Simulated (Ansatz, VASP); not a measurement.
Two plane-wave programs on Ti

```
CELL_PARAMETERS angstrom
2.89466 0.00000 0.00000
-1.44733 2.50685 0.00000
0.00000 0.00000 9.26113
ATOMIC_POSITIONS crystal
Ti 0.00000 0.00000 0.00000
Ti 0.00000 0.00000 0.50000
Ti 0.33333 0.66667 0.25000
Ti 0.66667 0.33333 0.75000
```

Alike in both runs: task single point; functional PBE; k mesh 14 × 14 × 4; occupations fermi-dirac, width 0.1 eV; no spin polarisation.

|  | VASP | Ansatz |
| --- | --- | --- |
| version | VASP 6.6.1 | Ansatz 0.2.0 |
| potentials or method | VASP PAW PBE potentials, release 64 (Ti_sv), cutoff 520 eV | plane waves (420 eV) with PAW, scalar-relativistic |
| valence electrons in the cell | 48 | 48 |

```tsv
	VASP	Ansatz	Ansatz less VASP
pressure (GPa)	4.5	4.8	+0.33
```

With one functional, cell and mesh, what is left measures potentials, basis and numerics.
